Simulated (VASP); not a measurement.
**HfO2: single point with PBEsol**

Crystal: HfO2.

```
CELL_PARAMETERS angstrom
0.00000 2.52207 2.52207
2.52207 0.00000 2.52207
2.52207 2.52207 0.00000
ATOMIC_POSITIONS crystal
Hf 0.00000 0.00000 0.00881
O 0.25000 0.25000 0.20083
O 0.75000 0.75000 0.70083
```

This cell differs from its parent crystal: mode 4 frozen in at -0.124 Å and mode 5 at -0.124 Å (largest displacements).

* Program: VASP 6.6.1
* Task: single point
* Functional: PBEsol
* Potentials or basis: VASP PAW PBE potentials, release 64 (Hf_pv, O)
* Cutoff: 520 eV
* k mesh: 8 × 8 × 8
* Occupations: gaussian, width 0.05 eV
* Spin: no spin polarisation

```yaml
Pressure: 1.4 GPa
Largest_force: 1.585 eV/Å
Band_gap_on_the_k_mesh: 3.73 eV, direct
```

Forces on the atoms (eV/Å):
```
Hf  -1.121 -1.121  0.000
O    0.560  0.560  0.542
O    0.560  0.560 -0.542
```

Stress tensor (GPa, compression positive):
```
1.24 4.21 0.00
4.21 1.24 0.00
0.00 0.00 1.79
```

Levels at points of the mesh, in eV from the valence-band top:
```tsv
k point	band 8	band 9	band 10	band 11	band 12	band 13	band 14	band 15
(0.00, 0.00, 0.00)	-5.41	-1.19	-0.92	-0.81	3.99	4.43	5.59	10.07
(0.50, 0.00, 0.00)	-3.22	-2.81	-2.16	-2.15	4.64	4.75	6.98	8.81
(0.00, 0.00, 0.50)	-3.32	-2.81	-2.05	-2.04	4.60	4.68	6.35	9.40
(0.50, 0.50, 0.00)	-3.67	-2.08	-1.55	0.00	3.73	5.40	6.61	7.63
(0.00, 0.50, 0.50)	-3.71	-1.92	-1.56	-0.12	3.76	5.41	6.89	7.85
```

Wall time 55 s on 1 thread of Intel(R) Xeon(R) Platinum 8488C (Sapphire Rapids) (shared host), peak memory 0.19 GiB.

Caveat: the cell differs from its parent crystal (mode 4 frozen in at -0.124 Å and mode 5 at -0.124 Å (largest displacements)); the PAW data sets were made with another functional, which shifts forces and pressure a little; spin-orbit coupling is left out, which moves the levels of the heavy elements. A k mesh can miss the band edges.
